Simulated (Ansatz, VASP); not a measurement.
# Hf: VASP beside Ansatz

File INCAR:

```
SYSTEM = Hf
PREC     = Accurate       ! precision mode
ENCUT    = 520            ! plane-wave cutoff, eV
EDIFF    = 1E-7           ! SCF threshold, eV
ISMEAR   = -1             ! smearing method
SIGMA    = 0.1            ! smearing width, eV
LREAL    = .FALSE.        ! projectors in reciprocal space
LASPH    = .TRUE.         ! aspherical terms in the spheres
NELM     = 60             ! most SCF steps
ALGO     = Normal         ! electronic algorithm
ISIF     = 2              ! what is computed and relaxed
LWAVE    = .FALSE.        ! write WAVECAR
LCHARG   = .FALSE.        ! write CHGCAR
GGA      = PE             ! functional
NBANDS   = 11             ! bands
```

The input KPOINTS:

```
Automatic mesh
0
G
  16 16 16
  0 0 0
```

Contents of POSCAR:

```
Hf
1.0
    0.0000000000      1.8042140931      1.8042140931
    1.8042140931      0.0000000000      1.8042140931
    1.8042140931      1.8042140931      0.0000000000
Hf
1
Direct
    0.0000000000      0.0000000000      0.0000000000
```

Input for Ansatz:

```yaml
crystal:
  lattice:
    - [0.0, 1.8042140931, 1.8042140931]
    - [1.8042140931, 0.0, 1.8042140931]
    - [1.8042140931, 1.8042140931, 0.0]
  atoms:
    - { symbol: Hf, position: [0.0, 0.0, 0.0] }
kpoints:
  mp_grid: { grid: [16, 16, 16] }
scf:
  occupations: { method: fermi_dirac, width: 0.1 }
hamiltonian:
  xc: pbe
  pseudopotentials: { kind: all_electron, lapw: { basis_error: 0.001 } }
output:
  forces: true
  stress: true
  eigenvalues: true
  populations: true
```

Change from the starting cell: volume scaled by 0.52, LAPW.

Alike in both runs: task single point; functional PBE; k mesh 16 × 16 × 16; occupations fermi-dirac, width 0.1 eV; no spin polarisation.

```csv
,VASP,Ansatz
version,VASP 6.6.1,Ansatz 0.2.0
potentials or method,"VASP PAW PBE potentials, release 64 (Hf_pv), cutoff 520 eV","all-electron LAPW, scalar-relativistic"
```

|  | VASP | Ansatz | Ansatz less VASP |
| --- | --- | --- | --- |
| pressure (GPa) | 203.0 | 207.2 | +4.11 |

Both programs put the cell under a high pressure, so it lies far from rest at this level. Ansatz ran all-electron here, and VASP with PAW potentials.

Neither program's run includes spin-orbit coupling. Noted on VASP's run: the cell as given lies far from equilibrium.
